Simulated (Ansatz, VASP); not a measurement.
## Two plane-wave programs on Hf

INCAR

```
ALGO = Fast
EDIFF = 1E-6
ENCUT = 520
GGA = PS
ISIF = 2
ISMEAR = 0
LASPH = T
LCHARG = F
LREAL = F
LWAVE = F
NBANDS = 11
NELM = 100
PREC = Accurate
SIGMA = 0.15
```

The input KPOINTS:

```
k-points
0
Gamma
  18 18 18
```

The input POSCAR:

```
Hf
1.0
   -1.8050000000      1.8050000000      1.7147500000
    1.8050000000     -1.8050000000      1.7147500000
    1.8050000000      1.8050000000     -1.7147500000
Hf
1
Direct
    0.0000000000      0.0000000000      0.0000000000
```

Input for Ansatz:

```yaml
crystal:
  lattice:
    - [-1.805, 1.805, 1.71475]
    - [1.805, -1.805, 1.71475]
    - [1.805, 1.805, -1.71475]
  atoms:
    - { symbol: Hf, position: [0.0, 0.0, 0.0] }
basis:
  ecutwfc: 420
kpoints:
  mp_grid: { grid: [18, 18, 18] }
hamiltonian:
  xc: pbesol
scf:
  occupations: { method: gaussian, width: 0.15 }
output:
  forces: true
  stress: true
  eigenvalues: true
  write_density: true
  write_potential: true
  elf: true
  volumetric_format: npy
```

Change from the starting cell: strain -0.0500 x Voigt [0, 0, 1, 0, 0, 0], atoms carried along.

Alike in both runs: task single point; functional PBEsol; k mesh 18 × 18 × 18; occupations gaussian, width 0.15 eV; no spin polarisation.

```csv
,VASP,Ansatz
version,VASP 6.6.1,Ansatz 0.2.0
potentials or method,"VASP PAW PBE potentials, release 64 (Hf_pv), cutoff 520 eV","scalar-relativistic, plane waves, PAW"
valence electrons in the cell,10,26
```

Ansatz gave:

- gap on the k mesh at the Fermi level (eV): none
- pressure (GPa): -4.7
- traceless stress, the component that is largest in VASP (GPa): -1.80

Problem. What did VASP give for the same quantities?

Solution. gap on the k mesh at the Fermi level (eV): none; pressure (GPa): -4.9; traceless stress, the component that is largest in VASP (GPa): -1.85.

VASP's potentials were made for PBE, not for PBEsol. A gap of «none» marks a metal or a gap that the smearing closes. VASP's potentials hold 10 valence electrons a cell and Ansatz's 26, so a difference there can come from the potentials and not from the codes.

Spin-orbit coupling is off throughout.
